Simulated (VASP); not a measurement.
# Na3MoClO4 (P4/nmm) in VASP: electric field gradients with r2SCAN

Aim: the electric field gradients of Na3MoClO4 with r2SCAN.

Program: VASP 6.6.1. These are calculated values, not measurements. Logs are shortened: lines on timing, memory, paths and dates and some standing lists are left out, and cuts for length are marked.

### Step 1. The cell of the first run

Symmetry: P4/nmm, No. 129, tetragonal system. Conventional cell: a = 7.494 Å, b = 7.494 Å, c = 5.341 Å, α = 90.00°, β = 90.00°, γ = 90.00°. Within 3.3 Å of Na (site symmetry 2/m) lie 4 O at 2.50 Å and 2 Cl at 2.78 Å and 2 Na at 3.28 Å. Within 3.1 Å of Na (site symmetry 4mm) lie 4 O at 2.35 Å and 2 Cl at 2.58 to 2.76 Å. Within 2.4 Å of Mo (site symmetry -4m2) lie 4 O at 1.78 Å. Cl (site symmetry 4mm) has 6 Na at 2.58 to 2.78 Å and 4 O at 3.36 Å within 3.4 Å. Within 2.4 Å of O (site symmetry m) lie 1 Mo at 1.78 Å and 1 Na at 2.35 Å.

### Step 2. Electric field gradients, r2SCAN

Input file POSCAR:

```
Na3MoClO4
1.0
    7.4942000000      0.0000000000      0.0000000000
    0.0000000000      7.4942000000      0.0000000000
    0.0000000000      0.0000000000      5.3409000000
Na Mo Cl O
6 2 2 8
Direct
    0.7500000000      0.7500000000      0.0000000000
    0.7500000000      0.2500000000      0.0000000000
    0.2500000000      0.2500000000      0.0000000000
    0.2500000000      0.7500000000      0.0000000000
    0.5000000000      0.0000000000      0.6389324557
    0.0000000000      0.5000000000      0.3610675443
    0.0000000000      0.0000000000      0.5000000000
    0.5000000000      0.5000000000      0.5000000000
    0.5000000000      0.0000000000      0.1554428544
    0.0000000000      0.5000000000      0.8445571456
    0.8102733990      0.0000000000      0.7004933884
    0.5000000000      0.3102733990      0.7004933884
    0.1897266010      0.0000000000      0.7004933884
    0.5000000000      0.6897266010      0.7004933884
    0.3102733990      0.5000000000      0.2995066116
    0.0000000000      0.1897266010      0.2995066116
    0.6897266010      0.5000000000      0.2995066116
    0.0000000000      0.8102733990      0.2995066116
```

Input file INCAR.step1:

```
SYSTEM = Na3MoClO4
PREC = Accurate
ENCUT = 520
ISMEAR = -1
SIGMA = 0.02
LREAL = Auto
LASPH = .True.
NELM = 60
NBANDS = 81
GGA = PE
ALGO = Normal
EDIFF = 1E-4
LWAVE = .True.
LCHARG = .False.
```

Input file INCAR.step2:

```
SYSTEM = Na3MoClO4
PREC = Accurate
ENCUT = 520
EDIFF = 1E-8
ISMEAR = -1
SIGMA = 0.02
LREAL = Auto
LASPH = .True.
NELM = 60
ALGO = Normal
ISIF = 2
LWAVE = .False.
LCHARG = .False.
METAGGA = R2SCAN
LMIXTAU = .True.
LEFG = .True.
NBANDS = 81
ISTART = 1
```

Input file KPOINTS:

```
regular mesh
0
Gamma
  3 3 5
  0 0 0
```

Potentials or basis: VASP PAW PBE potentials, release 64 (Na_pv, Mo_sv, Cl, O).

On the command line:

```sh
$ cat potpaw_PBE.64/Na_pv/POTCAR potpaw_PBE.64/Mo_sv/POTCAR potpaw_PBE.64/Cl/POTCAR potpaw_PBE.64/O/POTCAR > POTCAR
$ cp INCAR.step1 INCAR
$ mpirun -np 1 vasp_std > vasp.out
$ cp INCAR.step2 INCAR
$ mpirun -np 1 vasp_std > vasp.out
```

OUTCAR:

```text
SYSTEM = Na3MoClO4
   PREC = Accurate
   ENCUT = 520
   EDIFF = 1E-8
   ISMEAR = -1
   LREAL = Auto
   LASPH = .True.
   NELM = 60
   ISIF = 2
   METAGGA = R2SCAN
   ISTART = 1

 ion  position               nearest neighbor table
   1  0.750  0.750  0.000-
   2  0.750  0.250  0.000-
   3  0.250  0.250  0.000-
   4  0.250  0.750  0.000-
   5  0.500  0.000  0.639-  11 2.35  12 2.35  13 2.35  14 2.35   9 2.58
   6  0.000  0.500  0.361-  15 2.35  16 2.35  17 2.35  18 2.35  10 2.58
   7  0.000  0.000  0.500-  11 1.78  13 1.78  16 1.78  18 1.78
   8  0.500  0.500  0.500-  12 1.78  14 1.78  15 1.78  17 1.78
   9  0.500  0.000  0.155-   5 2.58
  10  0.000  0.500  0.845-   6 2.58
  11  0.810  0.000  0.700-   7 1.78   5 2.35
  12  0.500  0.310  0.700-   8 1.78   5 2.35
  13  0.190  0.000  0.700-   7 1.78   5 2.35
  14  0.500  0.690  0.700-   8 1.78   5 2.35
  15  0.310  0.500  0.300-   8 1.78   6 2.35
  16  0.000  0.190  0.300-   7 1.78   6 2.35
  17  0.690  0.500  0.300-   8 1.78   6 2.35
  18  0.000  0.810  0.300-   7 1.78   6 2.35

  LATTYP: Found a simple tetragonal cell.
 ALAT       =     7.4942000000
 C/A-ratio  =     0.7126711323

  Lattice vectors:

 A1 = (   7.4942000000,   0.0000000000,   0.0000000000)
 A2 = (   0.0000000000,   7.4942000000,   0.0000000000)
 A3 = (   0.0000000000,   0.0000000000,   5.3409000000)

Analysis of symmetry for initial positions (statically):
=====================================================================
 Subroutine PRICEL returns:
 Original cell was already a primitive cell.

 Routine SETGRP: Setting up the symmetry group for a
 simple tetragonal supercell.

 Subroutine GETGRP returns: Found 16 space group operations
 (whereof  8 operations were pure point group operations)
 out of a pool of 16 trial point group operations.

The static configuration has the point symmetry D_2d.
 The point group associated with its full space group is D_4h.

Analysis of symmetry for dynamics (positions and initial velocities):
=====================================================================
 Subroutine PRICEL returns:
 Original cell was already a primitive cell.

 Routine SETGRP: Setting up the symmetry group for a
 simple tetragonal supercell.

 Subroutine GETGRP returns: Found 16 space group operations
 (whereof  8 operations were pure point group operations)
 out of a pool of 16 trial point group operations.

The dynamic configuration has the point symmetry D_2d.
 The point group associated with its full space group is D_4h.

 Subroutine INISYM returns: Found 16 space group operations
 (whereof  8 operations are pure point group operations),
 and found     1 'primitive' translations

----------------------------------------------------------------------------------------

                                     Primitive cell

  volume of cell :     299.9611

  direct lattice vectors                    reciprocal lattice vectors
     7.494200000  0.000000000  0.000000000     0.133436524  0.000000000  0.000000000
     0.000000000  7.494200000  0.000000000     0.000000000  0.133436524  0.000000000
     0.000000000  0.000000000  5.340900000     0.000000000  0.000000000  0.187234361

  length of vectors
     7.494200000  7.494200000  5.340900000     0.133436524  0.133436524  0.187234361

  position of ions in fractional coordinates (direct lattice)
     0.750000000  0.750000000  0.000000000
     0.750000000  0.250000000  0.000000000
     0.250000000  0.250000000  0.000000000
     0.250000000  0.750000000  0.000000000
     0.500000000  0.000000000  0.638932456
     0.000000000  0.500000000  0.361067544
[... 10 lines left out ...]
     0.689726601  0.500000000  0.299506612
     0.000000000  0.810273399  0.299506612

  ion indices of the primitive-cell ions
   primitive index   ion index
                 1           1
                 2           2
                 3           3
                 4           4
                 5           5
                 6           6
[... 10 lines left out ...]
                17          17
                18          18

----------------------------------------------------------------------------------------

 KPOINTS: regular mesh

Automatic generation of k-mesh.
 Grid dimensions read from file:
 generate k-points for:    3    3    5

[... 31 lines left out ...]
   total plane-waves  NPLWV = 125440
   dimension x,y,z NGX =    56 NGY =   56 NGZ =   40
   dimension x,y,z NGXF=   112 NGYF=  112 NGZF=   80
   ions per type =               6   2   2   8
   NGX,Y,Z   is equivalent  to a cutoff of  12.42, 12.42, 12.45 a.u.
   NGXF,Y,Z  is equivalent  to a cutoff of  24.85, 24.85, 24.90 a.u.
 SYSTEM =  Na3MoClO4
   PREC   = accura    normal or accurate (medium, high low for compatibility)
   ISTART =      1    job   : 0-new  1-cont  2-samecut
   ICHARG =      0    charge: 1-file 2-atom 10-const
   ISPIN  =      1    spin polarized calculation?
   LNONCOLLINEAR =      F non collinear calculations
   LSORBIT =      F    spin-orbit coupling
   LASPH  =      T    aspherical Exc in radial PAW
   ENCUT  =  520.0 eV  38.22 Ry    6.18 a.u.  13.93 13.93  9.93*2*pi/ulx,y,z
   NELM   =     60;   NELMIN=  2; NELMDL=  0     # of ELM steps
   EDIFF  = 0.1E-07   stopping-criterion for ELM
   LREAL  =      T    real-space projection
   EDIFFG = 0.1E-06   stopping-criterion for IOM
   NSW    =      0    number of steps for IOM
   IBRION =     -1    ionic relax: 0-MD 1-quasi-New 2-CG
   NFREE  =      0    steps in history (QN), initial steepest desc. (CG)
   ISIF   =      2    stress and relaxation
   ISYM   =      2    0-nonsym 1-usesym 2-fastsym
   POTIM  = 0.5000    time-step for ionic-motion
   TEBEG  =    0.0;   TEEND  =   0.0 temperature during run
   PSTRESS=    0.0 pullay stress
   NELECT =     132.0000    total number of electrons
   NUPDOWN=      -1.0000    fix difference up-down
   EMIN   =  10.00;   EMAX   =-10.00  energy-range for DOS
   EFERMI =   0.00;   METHOD = LEGACY
   ISMEAR =    -1;   SIGMA  =   0.02  broadening in eV -4-tet -1-fermi 0-gaus
   EFERMI_NEDOS =   21; number of points for ismear=-14 and -15
   IALGO  =     38    algorithm
   IMIX   =      4    mixing-type and parameters
     AMIX     =   0.40;   BMIX     =  1.00
     AMIX_MAG =   1.60;   BMIX_MAG =  1.00
  volume/ion in A,a.u.               =      16.66       112.46
  Fermi-wavevector in a.u.,A,eV,Ry     =   1.245215  2.353116 21.096668  1.550561
  Thomas-Fermi vector in A             =   2.379448
   LORBIT       =      0    0 simple, 1 ext, 2 COOP (PROOUT), +10 PAW based schemes
   METAGGA = R2SCAN    functional components
   LHFCALC =     F    Hartree Fock is set to
   AEXX    =    0.0000 exact exchange contribution
   IVDW    =     0    specifies the selected vdW correction
   LEPSILON=     F    determine dielectric tensor
   LRPA    =     F    only Hartree local field effects (RPA)
 non-spin polarized calculation
  energy-cutoff  :      520.00
  volume of cell :      299.96
 maximum number of plane-waves:      8089
 NGX is ok and might be reduce to    56
   NGX = 27   NGY = 27   NGZ = 19

 number of electron     131.9999828 magnetization

 Free energy of the ion-electron system (eV)
  ---------------------------------------------------
  ext. energy  EPLUGINS =         0.00000000
  ---------------------------------------------------
  free energy    TOTEN  =      -173.35553824 eV

  energy without entropy =     -173.35553824  energy(sigma->0) =     -173.35553824

 E-fermi :  -0.0830     XC(G=0):  -9.2820

 val. band max:       -0.7508727155   @ k =   0.3333   0.3333   0.4000
 cond. band min:       3.9799584560   @ k =   0.0000   0.0000   0.0000
 fundamental gap:      4.7308311715
 Fermi energy:        -0.0829937393

 k-point     1 :       0.0000    0.0000    0.0000
  band No.  band energies     occupation
      1     -62.7830      2.00000
      2     -62.7830      2.00000
      3     -36.3903      2.00000
      4     -36.3902      2.00000
      5     -36.3564      2.00000
      6     -36.3564      2.00000
[... 718 lines left out ...]
     77       6.9758      0.00000
     78       7.5477      0.00000
 [bands above 78 left out]

------------------------ aborting loop because EDIFF is reached ----------------------------------------

  FORCE on cell =-STRESS in cart. coord.  units (eV):
  Direction    XX          YY          ZZ          XY          YZ          ZX
  --------------------------------------------------------------------------------------
  -------------------------------------------------------------------------------------
  Total       -2.1879629     -2.1879629     -2.2699868      0.0000000      0.0000000      0.0000000
  in kB      -11.6865290    -11.6865290    -12.1246414      0.0000000      0.0000000      0.0000000
  external PRESSURE =     -11.8325664 kB  Pullay stress =       0.0000000 kB

 VOLUME and BASIS-vectors are now :
 -----------------------------------------------------------------------------
  energy-cutoff  :      520.00
  volume of cell :      299.96
      direct lattice vectors                 reciprocal lattice vectors
     7.494200000  0.000000000  0.000000000     0.133436524  0.000000000  0.000000000
     0.000000000  7.494200000  0.000000000     0.000000000  0.133436524  0.000000000
     0.000000000  0.000000000  5.340900000     0.000000000  0.000000000  0.187234361

 POSITION                                       TOTAL-FORCE (eV/Angst)
 -----------------------------------------------------------------------------------
      5.62065      5.62065      0.00000        -0.000000     -0.000000     -0.000000
      5.62065      1.87355      0.00000        -0.000000     -0.000000     -0.000000
      1.87355      1.87355      0.00000        -0.000000     -0.000000     -0.000000
      1.87355      5.62065      0.00000        -0.000000     -0.000000     -0.000000
      3.74710      0.00000      3.41247        -0.000000     -0.000000      0.078239
      0.00000      3.74710      1.92843        -0.000000     -0.000000     -0.078239
[... 10 lines left out ...]
      5.16895      3.74710      1.59963        -0.113864     -0.000000      0.097707
      0.00000      6.07235      1.59963        -0.000000      0.113864      0.097707
 -----------------------------------------------------------------------------------
    total drift:                                0.000000     -0.000000     -0.000000

  FREE ENERGIE OF THE ION-ELECTRON SYSTEM (eV)
  ---------------------------------------------------
  free  energy   TOTEN  =      -173.3555382432 eV

  energy  without entropy=     -173.3555382432  energy(sigma->0) =     -173.35553824

 Electric field gradients (V/A^2)
---------------------------------------------------------------------
 ion       V_xx      V_yy      V_zz      V_xy      V_xz      V_yz
---------------------------------------------------------------------
   1      -0.375    -0.375     0.751     1.915    -3.252     3.252
   2      -0.375    -0.375     0.751    -1.915    -3.252    -3.252
   3      -0.375    -0.375     0.751     1.915     3.252    -3.252
   4      -0.375    -0.375     0.751    -1.915     3.252     3.252
   5      -2.198    -2.198     4.395    -0.000    -0.000    -0.000
   6      -2.198    -2.198     4.395    -0.000    -0.000    -0.000
[... 10 lines left out ...]
  17      -0.544    -2.142     2.686    -0.000   -14.963     0.000
  18      -2.142    -0.544     2.686     0.000     0.000    14.963
---------------------------------------------------------------------

 Electric field gradients after diagonalization (V/A^2)
 (convention: |V_zz| > |V_xx| > |V_yy|)
----------------------------------------------------------------------
 ion       V_xx      V_yy      V_zz     asymmetry (V_yy - V_xx)/ V_zz
----------------------------------------------------------------------
   1       4.074     1.540    -5.613       0.451
   2       4.074     1.540    -5.613       0.451
   3       4.074     1.540    -5.613       0.451
   4       4.074     1.540    -5.613       0.451
   5      -2.198    -2.198     4.395       0.000
   6      -2.198    -2.198     4.395       0.000
[... 10 lines left out ...]
  17     -13.979    -2.142    16.121       0.734
  18     -13.979    -2.142    16.121       0.734
----------------------------------------------------------------------

           NMR quadrupolar parameters

 Cq : quadrupolar parameter    Cq=e*Q*V_zz/h
 eta: asymmetry parameters     (V_yy - V_xx)/ V_zz
 Q  : nuclear electric quadrupole moment in mb (millibarn)
----------------------------------------------------------------------
 ion       Cq(MHz)       eta       Q (mb)
----------------------------------------------------------------------
   1      -0.014       0.451       1.000
   2      -0.014       0.451       1.000
   3      -0.014       0.451       1.000
   4      -0.014       0.451       1.000
   5       0.011       0.000       1.000
   6       0.011       0.000       1.000
[... 10 lines left out ...]
  17       0.039       0.734       1.000
  18       0.039       0.734       1.000
----------------------------------------------------------------------
```

It took 18 min on 1 thread of Intel Xeon Platinum 8259CL at 2.50GHz (Skylake/Cascade Lake), shared host; peak memory 0.47 GiB.

What came out:

```yaml
Free_energy: -173.3555 eV
Pressure: -1.2 GPa
Largest_force: 0.150 eV/Å
Band_gap_on_the_k_mesh: 4.73 eV (least direct gap 4.74 eV)
Largest_electric_field_gradient_by_atom: Na -5.6, +4.4 (each value once); Mo -43.7; Cl -18.4; O +16.1 V/Å²
```

Forces on the atoms (eV/Å):
```
Na   0.000  0.000  0.000
Na   0.000  0.000  0.000
Na   0.000  0.000  0.000
Na   0.000  0.000  0.000
Na   0.000  0.000  0.078
Na   0.000  0.000 -0.078
Mo   0.000  0.000  0.000
Mo   0.000  0.000  0.000
Cl   0.000  0.000 -0.015
Cl   0.000  0.000  0.015
O    0.114  0.000 -0.098
O    0.000  0.114 -0.098
O   -0.114  0.000 -0.098
O    0.000 -0.114 -0.098
O    0.114  0.000  0.098
O    0.000 -0.114  0.098
O   -0.114  0.000  0.098
O    0.000  0.114  0.098
```

Electric field gradients, principal values (V/Å²):
| atom | least | middle | greatest (by size) |
| --- | --- | --- | --- |
| 1 Na | 1.540 | 4.074 | -5.613 |
| 2 Na | 1.540 | 4.074 | -5.613 |
| 3 Na | 1.540 | 4.074 | -5.613 |
| 4 Na | 1.540 | 4.074 | -5.613 |
| 5 Na | -2.198 | -2.198 | 4.395 |
| 6 Na | -2.198 | -2.198 | 4.395 |
| 7 Mo | 21.861 | 21.861 | -43.721 |
| 8 Mo | 21.861 | 21.861 | -43.721 |
| 9 Cl | 9.224 | 9.224 | -18.447 |
| 10 Cl | 9.224 | 9.224 | -18.447 |
| 11 O | -2.142 | -13.979 | 16.121 |
| 12 O | -2.142 | -13.979 | 16.121 |
| 13 O | -2.142 | -13.979 | 16.121 |
| 14 O | -2.142 | -13.979 | 16.121 |
| 15 O | -2.142 | -13.979 | 16.121 |
| 16 O | -2.142 | -13.979 | 16.121 |
| 17 O | -2.142 | -13.979 | 16.121 |
| 18 O | -2.142 | -13.979 | 16.121 |

Caveat: without QUAD_EFG the Cq values of the log hold for a quadrupole moment of 1 mb, not for the nuclei; the PAW data sets were made with another functional, which shifts forces and pressure a little. A k mesh can miss the band edges.
